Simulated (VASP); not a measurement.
Runs of VASP 6.6.1 on CdTe. The structure is that of space group F-43m (No. 216), or close to it. The cells are those of the table. 

| task | level | potentials or basis | spin | cell | k mesh | cutoff (eV) | smearing | grid for exact exchange (PRECFOCK) | share of exact exchange | screening parameter | gap on the mesh (eV) | pressure (GPa) | moment (μB) |
| --- | --- | --- | --- | --- | --- | --- | --- | --- | --- | --- | --- | --- | --- |
| single point | LDA | VASP PAW LDA potentials, release 64 (Te, Cd) | off | a = 4.533 Å, angles 60.0°, 2 atoms | 6 × 6 × 6 | 520 | methfessel-paxton 0.1 eV | - | - | - | 0.65 | 0.3 | - |
| single point | r2SCAN | VASP PAW PBE potentials, release 64 (Te, Cd) | non-collinear, zero start, SOC | a = 4.563 Å, angles 60.0°, 2 atoms | 7 × 7 × 7 | 520 | fermi-dirac 0.05 eV | - | - | - | - | 2.3 | 0.00 |
| single point | HF | VASP PAW PBE potentials, release 64 (Te, Cd) | off | a = 4.592 Å, angles 60.0°, 2 atoms | 4 × 4 × 4 | 520 | fermi-dirac 0.05 eV | Normal | 1 | - | 6.72 | 3.8 | - |
| single point | HF | VASP PAW PBE potentials, release 64 (Te, Cd) | off | a = 4.533 Å, angles 60.0°, 2 atoms | 4 × 4 × 4 | 520 | fermi-dirac 0.05 eV | Normal | 1 | - | 6.82 | 6.1 | - |
| single point | PBEsol-based screened hybrid with 25 % exact exchange | VASP PAW PBE potentials, release 64 (Te, Cd) | off | a = 4.502 Å, angles 60.0°, 2 atoms | 4 × 4 × 4 | 520 | fermi-dirac 0.05 eV | Normal | 0.25 | 0.207 1/Å | 1.61 | 2.8 | - |
| relaxation of cell and atoms | PBE-based screened hybrid with 25 % exact exchange | VASP PAW PBE potentials, release 64 (Te, Cd) | off | relaxed from a = 4.533 Å, angles 60.0°, 2 atoms | 4 × 4 × 4 | 600 | fermi-dirac 0.05 eV | Normal | 0.25 | 0.3 1/Å | 1.24 | 0.0 | - |
| single point | HF | VASP PAW PBE potentials, release 64 (Te, Cd) | off | a = 4.563 Å, angles 60.0°, 2 atoms | 4 × 4 × 4 | 520 | fermi-dirac 0.05 eV | Normal | 1 | - | (a) | 4.9 | - |
| single point | PBEsol-based screened hybrid with 25 % exact exchange | VASP PAW PBE potentials, release 64 (Te, Cd) | off | a = 4.471 Å, angles 60.0°, 2 atoms | 4 × 4 × 4 | 520 | fermi-dirac 0.05 eV | Normal | 0.25 | 0.207 1/Å | 1.68 | 4.1 | - |
| single point | r2SCAN | VASP PAW PBE potentials, release 64 (Te, Cd) | non-collinear, zero start, SOC | a = 4.592 Å, angles 60.0°, 2 atoms | 7 × 7 × 7 | 520 | fermi-dirac 0.05 eV | - | - | - | - | 1.4 | 0.00 |
| single point | PBEsol-based global hybrid with 25 % exact exchange | VASP PAW PBE potentials, release 64 (Te, Cd) | off | a = 4.583 Å, angles 60.0°, 2 atoms | 4 × 4 × 4 | 520 | fermi-dirac 0.05 eV | Normal | 0.25 | - | (b) | -0.1 | - |
| single point | r2SCAN | VASP PAW PBE potentials, release 64 (Te, Cd) | non-collinear, zero start, SOC | a = 4.533 Å, angles 60.0°, 2 atoms | 7 × 7 × 7 | 520 | fermi-dirac 0.05 eV | - | - | - | - | 3.4 | 0.00 |

**Question.** Fill in the values left out.

**Answer.** (a) 6.77; (b) 2.13.

Caveats: some runs use coarse meshes; the PAW data sets were made with another functional, which shifts forces and pressure a little (at least some runs); spin-orbit coupling is left out, which moves the levels of the heavy elements (at least some runs); the cell stands under pressure (at least some runs); semilocal functionals underestimate gaps, and a narrow one can read as zero (at least some runs).

A k mesh can miss the band edges, and rows without SOC leave out spin-orbit coupling on Cd, Te.
